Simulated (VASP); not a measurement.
Write the native input for VASP 6.6.1 that does the following.

```
Task                    : single point
Functional              : PBEsol
Potentials or basis     : VASP PAW PBE potentials, release 64 (Sc_sv, Al)
Cutoff                  : 520 eV
k mesh                  : 20 × 20 × 20
Occupations             : gaussian, width 0.1 eV
Spin                    : no spin polarisation
Dipole correction       : no
k mesh for the DOS      : 30 × 30 × 30
Occupations for the DOS : tetrahedron
Further INCAR settings  : ALGO = Fast; EDIFF = 1e-07
```

Sc2Al:

```
Sc Al
1.0
    -1.58473    1.58473    6.36602
     1.58473   -1.58473    6.36602
     1.58473    1.58473   -6.36602
Sc Al
2 1
Direct
  0.34570 0.34570 0.00000
  0.65430 0.65430 0.00000
  0.00000 0.00000 0.00000
```

These files were run (other wordings do the same):

POSCAR

```
Sc2Al
1.0
   -1.5847333353      1.5847333353      6.3660231044
    1.5847333353     -1.5847333353      6.3660231044
    1.5847333353      1.5847333353     -6.3660231044
Sc Al
2 1
Direct
    0.3457036782      0.3457036782      0.0000000000
    0.6542963218      0.6542963218      0.0000000000
    0.0000000000      0.0000000000      0.0000000000
```

INCAR.step1

```
SYSTEM = Sc2Al
ALGO = Fast
EDIFF = 1E-7
ENCUT = 520
GGA = PS
ISIF = 2
ISMEAR = 0
LASPH = .True.
LCHARG = .True.
LMAXMIX = 4
LREAL = .False.
LWAVE = .False.
NBANDS = 20
NELM = 80
PREC = Accurate
SIGMA = 0.1
```

KPOINTS.step1

```
k-points
0
Gamma
  20 20 20
  0 0 0
```

INCAR.step2

```
SYSTEM = Sc2Al
ALGO = Fast
EDIFF = 1E-7
ENCUT = 520
GGA = PS
ICHARG = 11
ISIF = 2
ISMEAR = -5
LASPH = .True.
LCHARG = .False.
LMAXMIX = 4
LORBIT = 11
LREAL = .False.
LWAVE = .False.
NEDOS = 1001
NELM = 80
PREC = Accurate
SIGMA = 0.1
```

KPOINTS.step2

```
k-points
0
Gamma
  30 30 30
  0 0 0
```

Potentials or basis: VASP PAW PBE potentials, release 64 (Sc_sv, Al).

Launch:

```bash
$ cat potpaw_PBE.64/Sc_sv/POTCAR potpaw_PBE.64/Al/POTCAR > POTCAR
$ cp INCAR.step1 INCAR
$ cp KPOINTS.step1 KPOINTS
$ mpirun -np 1 vasp_std > vasp.out
$ cp INCAR.step2 INCAR
$ cp KPOINTS.step2 KPOINTS
$ mpirun -np 1 vasp_std > vasp.out
```

It gave:

```json
{
 "Valence electrons inside the program's atomic spheres": "Sc 9.42; Al 0.80"
}
```

Run time: 3.1 h on 1 thread of Intel(R) Xeon(R) Platinum 8259CL CPU @ 2.50GHz (Skylake/Cascade Lake) (shared host), peak memory 2 GiB.
